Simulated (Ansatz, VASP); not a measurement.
**Na: VASP beside Ansatz**

The input INCAR:

```
PREC = Accurate
ENCUT = 500
EDIFF = 1E-6
ISMEAR = -1
SIGMA = 0.08
LREAL = False
LASPH = True
NELM = 120
ALGO = Normal
ISIF = 2
LWAVE = False
LCHARG = True
LELF = True
LVHAR = True
NBANDS = 22
GGA_COMPAT = False
```

File KPOINTS:

```
Automatic mesh
0
Gamma
  10 6 6
```

File POSCAR:

```
Na
1.0
   -1.8070846912      3.1299624987      0.0000000000
    0.0000000000      0.0000000000      5.9046714353
    5.4212540735      3.1299624988      0.0000000000
Na
4
Direct
    0.5000000000      0.2500000000      0.1666666670
    0.0000000000      0.2500000000      0.6666666670
    0.0000000000      0.7500000000      0.3333333330
    0.5000000000      0.7500000000      0.8333333330
```

Input for Ansatz:

```yaml
crystal:
  lattice:
    - [-1.8070846912, 3.1299624987, 0.0]
    - [0.0, 0.0, 5.9046714353]
    - [5.4212540735, 3.1299624988, 0.0]
  atoms:
    - { symbol: Na, position: [0.5, 0.25, 0.166666667] }
    - { symbol: Na, position: [0.0, 0.25, 0.666666667] }
    - { symbol: Na, position: [0.0, 0.75, 0.333333333] }
    - { symbol: Na, position: [0.5, 0.75, 0.833333333] }
kpoints:
  mp_grid: { grid: [10, 6, 6] }
scf:
  occupations: { method: fermi_dirac, width: 0.08 }
hamiltonian:
  xc: lda
  pseudopotentials: { kind: paw }
output:
  forces: true
  stress: true
  eigenvalues: true
```

Alike in both runs: task single point; functional LDA; k mesh 10 × 6 × 6; occupations fermi-dirac, width 0.08 eV; no spin polarisation.

|  | VASP | Ansatz |
| --- | --- | --- |
| version | VASP 6.6.1 | Ansatz 0.2.0 |
| potentials or method | VASP PAW LDA potentials, release 64 (Na_pv) | PAW with Ansatz's default frozen-core files, scalar-relativistic |
| plane-wave cutoff (eV) | 500 | 420 |
| valence electrons in the cell | 28 | 36 |

|  | VASP | Ansatz | Ansatz less VASP |
| --- | --- | --- | --- |
| pressure (GPa) | 0.0 | 0.0 | +0.04 |
| traceless stress, the component that is largest in VASP (GPa) | -0.09 | -0.09 | +0.001 |

LDA's correlation is that of Perdew and Zunger in VASP and of Perdew and Wang (1992) in Ansatz. VASP's potentials hold 28 valence electrons a cell and Ansatz's 36, so a difference there can come from the potentials and not from the codes.
